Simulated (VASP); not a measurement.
Set up this calculation in VASP 6.6.1, as the native input.

```
Task                   : single point
Functional             : r2SCAN
Potentials or basis    : VASP PAW PBE potentials, release 64 (Ti_sv)
Cutoff                 : 520 eV
k mesh                 : 1 × 1 × 24
Occupations            : gaussian, width 0.05 eV
Spin                   : collinear spin
Starting moments       : [1.5, 1.5] μB
Dipole correction      : no
Further INCAR settings : ALGO = Normal; EDIFF = 1e-06; NBANDS = 23
```

Ti, a wire with vacuum:

```
Ti
1.0
    11.30000    0.00000    0.00000
     0.00000    9.30000    0.00000
     0.00000    0.00000    2.62256
Ti
2
Direct
  0.40983 0.50000 0.00000
  0.59017 0.50000 0.50000
```

The input as run:

POSCAR

```
Ti
1.0
   11.3000000000      0.0000000000      0.0000000000
    0.0000000000      9.3000000000      0.0000000000
    0.0000000000      0.0000000000      2.6225641840
Ti
2
Direct
    0.4098274502      0.5000000000      0.0000000000
    0.5901725498      0.5000000000      0.5000000000
```

INCAR.step1

```
SYSTEM = Ti
  PREC = Accurate
  ENCUT = 520
  ISMEAR = 0
  SIGMA = 0.05
  LREAL = .False.
  LASPH = .True.
  NELM = 150
  ISPIN = 2
  MAGMOM = 1.5 1.5
  LMAXMIX = 4
  NBANDS = 23
  GGA = PE
  ALGO = Normal
  EDIFF = 1E-4
  LWAVE = .True.
  LCHARG = .False.
```

INCAR.step2

```
SYSTEM = Ti
  PREC = Accurate
  ENCUT = 520
  EDIFF = 1E-6
  ISMEAR = 0
  SIGMA = 0.05
  LREAL = .False.
  LASPH = .True.
  NELM = 150
  ALGO = Normal
  ISIF = 2
  LWAVE = .False.
  LCHARG = .True.
  ISPIN = 2
  MAGMOM = 1.5 1.5
  LORBIT = 11
  LMAXMIX = 4
  METAGGA = R2SCAN
  LMIXTAU = .True.
  LELF = .True.
  LVHAR = .True.
  NBANDS = 23
  ISTART = 1
```

KPOINTS

```
regular mesh
0
Gamma
  1 1 24
  0 0 0
```

Potentials or basis: VASP PAW PBE potentials, release 64 (Ti_sv).

The run is started by

```sh
$ cat potpaw_PBE.64/Ti_sv/POTCAR > POTCAR
$ cp INCAR.step1 INCAR
$ mpirun -np 1 vasp_std > vasp.out
$ cp INCAR.step2 INCAR
$ mpirun -np 1 vasp_std > vasp.out
```

Results of the run:

```
Largest force                                         : 0.078 eV/Å
Net moment                                            : 0.32 μB per cell
Site moments                                          : Ti +0.04 μB
Valence electrons inside the program's atomic spheres : Ti 10.40
```

Caveat: a moment this small can come from the mesh or the smearing; the PAW data sets were made with another functional, which shifts forces and pressure a little.

Wall time 13 min on 1 thread of Intel Xeon 8259CL (shared host), peak memory 0.54 GiB.
